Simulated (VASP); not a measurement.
Write the native input for VASP 6.6.1 that does the following.

```
Task                   : single point
Functional             : PBE
Potentials or basis    : VASP PAW PBE potentials, release 64 (Mo_sv, H)
Cutoff                 : 520 eV
k mesh                 : 3 × 3 × 3
Occupations            : gaussian, width 0.1 eV
Spin                   : no spin polarisation
Dipole correction      : no
Further INCAR settings : LREAL = Auto; ALGO = Normal; EDIFF = 1e-06; NBANDS = 126
```

The structure of Mo16H (a cell with a defect) lies in POSCAR:

```
Mo16H
1.0
    6.3000000000      0.0000000000      0.0000000000
    0.0000000000      6.3000000000      0.0000000000
    0.0000000000      0.0000000000      6.3000000000
Mo H
16 1
Direct
   -0.0030749206     -0.0013858730     -0.0001619048
    0.5005936508     -0.0002052381     -0.0001638095
   -0.0074625397      0.5108322222     -0.0001622222
   -0.0011419048     -0.0010006349      0.4998371429
    0.2565471429      0.2494101587      0.2639638095
    0.4994109524      0.5017212698     -0.0001638095
    0.5028606349     -0.0023698413      0.4998387302
    0.7497101587      0.2508544444      0.2510595238
   -0.0010614286      0.5016914286      0.4998373016
    0.2496652381      0.7504431746      0.2507090476
    0.2565450794      0.2494106349      0.7357236508
    0.5024471429      0.5027401587      0.4998387302
    0.7475965079      0.7516139683      0.2511660317
    0.7497112698      0.2508542857      0.7486222222
    0.2496644444      0.7504431746      0.7489725397
    0.7475985714      0.7516139683      0.7485198413
    0.1495346032      0.2658803175     -0.0001571429
```

The input as run:

INCAR

```
ALGO = Normal
EDIFF = 1E-6
ENCUT = 520
GGA = PE
ISIF = 2
ISMEAR = 0
LASPH = T
LCHARG = T
LELF = T
LREAL = Auto
LVHAR = T
LWAVE = F
NBANDS = 126
NELM = 60
PREC = Accurate
SIGMA = 0.1
```

KPOINTS

```
k-points
0
Gamma
  3 3 3
```

Potentials or basis: VASP PAW PBE potentials, release 64 (Mo_sv, H).

Run with:

```bash
$ cat potpaw_PBE.64/Mo_sv/POTCAR potpaw_PBE.64/H/POTCAR > POTCAR
$ mpirun -np 1 vasp_std > vasp.out
```

Results of the run:

The pressure is 6.5 GPa and the largest force is 0.403 eV/Å. The band gap on the k mesh is zero (an odd number of electrons rules out a gap without spin polarisation).

It took 11 min on 1 thread of Intel(R) Xeon(R) Platinum 8375C CPU @ 2.90GHz (Ice Lake) (shared host), peak memory 0.48 GiB.
